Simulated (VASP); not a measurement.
Crystal: NaCl (d3).

```
Na Cl
1.0
     0.00000    2.84345    2.84345
     2.84345    0.00000    2.84345
     2.84345    2.84345    0.00000
Na Cl
1 1
Cartesian
  0.0000 0.0000 0.0000
  2.8434 2.8434 2.8434
```

- Program: VASP 6.6.1
- Task: relaxation of cell and atoms
- Functional: PBE
- Dispersion: D3(BJ)
- Potentials or basis: VASP PAW PBE potentials, release 64 (Na_pv, Cl)
- Cutoff: 500 eV
- k mesh: 8 × 8 × 8
- Occupations: gaussian, width 0.02 eV
- Spin: no spin polarisation

At the start: pressure -1.5 GPa; volume 22.99 Å³/atom.

Q: Where does the relaxation end?

A: Over 5 steps the energy falls by 6.4 meV/atom and the volume is 21.68 Å³/atom (-5.7 %); space group Fm-3m (No. 225, to 0.05 Å).

Step by step:
```
step  energy change (eV)  largest force (eV/Å)  pressure (GPa)  volume (Å³)
   1              0.0000                0.0000           -1.46        45.98
   2             -0.0097                0.0000           -0.76        44.60
   3             -0.0127                0.0000           -0.06        43.44
   4             -0.0127                0.0000            0.02        43.35
   5             -0.0127                0.0000           -0.01        43.37
```

Final structure:
```
Na Cl
1.0
     0.00000    2.78850    2.78850
     2.78850    0.00000    2.78850
     2.78850    2.78850    0.00000
Na Cl
1 1
Cartesian
  5.5770 2.7885 2.7885
  2.7885 2.7885 2.7885
```
